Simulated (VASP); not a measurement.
Here is a VASP 6.6.1 calculation.

INCAR

```
SYSTEM = GaB
PREC = Accurate
ENCUT = 600
EDIFF = 1E-7
ISMEAR = -1
SIGMA = 0.05
LREAL = .FALSE.
LASPH = .TRUE.
NELM = 60
ALGO = Normal
ISIF = 3
LWAVE = .FALSE.
LCHARG = .FALSE.
GGA = PE
IBRION = 2
NSW = 60
EDIFFG = -0.01
PSTRESS = 200.0
```

Contents of KPOINTS:

```
regular mesh
0
G
  10 10 8
  0 0 0
```

Contents of POSCAR:

```
GaB
1.0
    2.7182400000      0.0000000000      0.0000000000
    0.0000000000      2.7182400000      0.0000000000
    0.0000000000      0.0000000000      3.2362100000
Ga B
1 1
Direct
    0.5000000000      0.5000000000      0.5000000000
    0.0000000000      0.0000000000      0.0000000000
```

Potentials or basis: VASP PAW PBE potentials, release 64 (Ga_d, B).

Launch:

```console
$ cat potpaw_PBE.64/Ga_d/POTCAR potpaw_PBE.64/B/POTCAR > POTCAR
$ mpirun -np 1 vasp_std > vasp.out
```

Question: Predict the relaxed volume.

Answer: 10.33 Å³/atom.

Question: Estimate the band gap on the k mesh.

Answer: Zero (bands 8 and 9 overlap by 9.33 eV).

Question: What does it give for the relaxed cell?

Answer: a = 2.558 Å, b = 2.558 Å, c = 3.158 Å, α = 90.00°, β = 90.00°, γ = 90.00°.

Question: What does it give for the space group after relaxing (to 0.1 Å)?

Answer: P4/mmm (No. 123).

The path:
| step | energy change (eV) | largest force (eV/Å) | pressure (GPa) | volume (Å³) |
| --- | --- | --- | --- | --- |
| 1 | 0.0000 | 0.0000 | 0.07 | 23.91 |
| 2 | 0.4686 | 0.0000 | 38.59 | 19.13 |
| 3 | 0.1690 | 0.0000 | 19.81 | 20.80 |
| 4 | 0.1765 | 0.0000 | 20.36 | 20.74 |
| 5 | 0.1777 | 0.0000 | 20.34 | 20.70 |
| 6 | 0.1954 | 0.0000 | 20.86 | 20.54 |
| 7 | 0.1820 | 0.0000 | 20.40 | 20.63 |
| 8 | 0.1876 | 0.0000 | 20.65 | 20.58 |
| 9 | 0.1841 | 0.0000 | 20.50 | 20.61 |
| 10 | 0.1848 | 0.0000 | 20.52 | 20.60 |
| 11 | 0.1689 | 0.0000 | 19.34 | 20.73 |
| 12 | 0.1778 | 0.0000 | 20.02 | 20.66 |

Caveat: the cell is relaxed towards a set pressure, so the run minimises the enthalpy, not the energy.
